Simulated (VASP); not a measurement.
Crystal: MoS2.

```
Mo S
1.0
     3.20580    0.00000    0.00000
    -1.60290    2.77631    0.00000
     0.00000    0.00000    6.27011
Mo S
1 2
Direct
  0.00000 0.00000 0.50000
  0.66667 0.33333 0.74468
  0.33333 0.66667 0.25532
```

Program: VASP 6.6.1. Alike in all runs: task single point; no spin polarisation; cell as given; k mesh 9 × 9 × 4; cutoff (eV) 520; smearing fermi-dirac 0.05 eV.

Order these runs on this cell by their pressure, lowest first.
A. level RPBE; potentials or basis VASP PAW PBE potentials, release 64 (Mo_sv, S)
B. level BLYP+D4; potentials or basis VASP PAW PBE potentials, release 64 (Mo_sv, S)
C. level RPBE+D3(BJ); potentials or basis VASP PAW PBE potentials, release 64 (Mo_sv, S)
D. level LDA; potentials or basis VASP PAW LDA potentials, release 64 (Mo_sv, S)
E. level PBEsol; potentials or basis VASP PAW PBE potentials, release 64 (Mo_sv, S)

C (-11.6 GPa), D (-3.3 GPa), E (-0.8 GPa), B (4.2 GPa), A (6.3 GPa).

Caveats: the PAW data sets were made with another functional, which shifts forces and pressure a little (some runs); this functional lacks dispersion, which binds the layers, so the pressure and a relaxed spacing across them are unreliable (some runs).
